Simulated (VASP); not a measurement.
Set up this calculation in VASP 6.6.1, as the native input.

| Quantity | Value |
| --- | --- |
| Task | relaxation of cell and atoms |
| Functional | PBE |
| Potentials or basis | VASP PAW PBE potentials, release 64 (Sm_3, O), 4f in core |
| Cutoff | 600 eV |
| k mesh | 12 × 12 × 6 |
| Occupations | gaussian, width 0.1 eV |
| Spin | no spin polarisation |
| Dipole correction | no |
| Further INCAR settings | ALGO = Normal; EDIFF = 1e-07; IBRION = 2; EDIFFG = -0.01; NSW = 100; ISIF = 3 |

The structure of SmO5 lies in POSCAR:

```
SmO5
1.0
    3.9120332238      0.0000000000      0.0000000000
   -1.9560166119      3.3879201523      0.0000000000
    0.0000000000      0.0000000000      5.8230092323
Sm O
1 5
Direct
    0.0000000000      0.0000000000      0.0000000000
    0.3333333333      0.6666666667      0.0000000000
    0.6666666667      0.3333333333      0.0000000000
    0.5000000000      0.0000000000      0.5000000000
    0.5000000000      0.5000000000      0.5000000000
    0.0000000000      0.5000000000      0.5000000000
```

The cell was generated, and may not be a known phase.

These files were run (other wordings do the same):

INCAR

```
ALGO = Normal ; EDIFF = 1E-7
EDIFFG = -0.01 ; ENCUT = 600
GGA = PE ; GGA_COMPAT = F
IBRION = 2 ; ISIF = 3
ISMEAR = 0 ; LASPH = T
LCHARG = F ; LMAXMIX = 6
LREAL = F ; LWAVE = F
NELM = 200 ; NELMIN = 4
NSW = 100 ; PREC = Accurate
SIGMA = 0.1
```

KPOINTS

```
k-points
0
Gamma
  12 12 6
```

Potentials or basis: VASP PAW PBE potentials, release 64 (Sm_3, O), 4f in core.

Launch:

```sh
$ cat potpaw_PBE.64/Sm_3/POTCAR potpaw_PBE.64/O/POTCAR > POTCAR
$ mpirun -np 1 vasp_std > vasp.out
```

Results of the run:

```json
{
  "Relaxed volume": "12.76 Å³/atom",
  "Relaxed cell": "a = 3.930 Å, b = 3.930 Å, c = 5.723 Å, α = 90.00°, β = 90.00°, γ = 120.00°",
  "Space group after relaxing (to 0.1 Å)": "P6/mmm (No. 191)",
  "Energy gained by relaxing": "0.8 meV/atom",
  "Ionic steps": "6",
  "Pressure after relaxing": "0.0 GPa",
  "Band gap on the k mesh": "zero (an odd number of electrons rules out a gap without spin polarisation)"
}
```

Caveat: spin-orbit coupling is left out, which moves the levels of the heavy elements; the 4f electrons are frozen in the core, so they carry no moment and show no levels; an odd number of electrons without spin polarisation forces a metal; a magnetic or distorted state may lie lower; the run has no spin polarisation, though such a crystal can be magnetic.

It took 8.6 min on 1 thread of Intel(R) Xeon(R) Platinum 8375C CPU @ 2.90GHz (Ice Lake), on a shared host, peak memory 0.32 GiB.
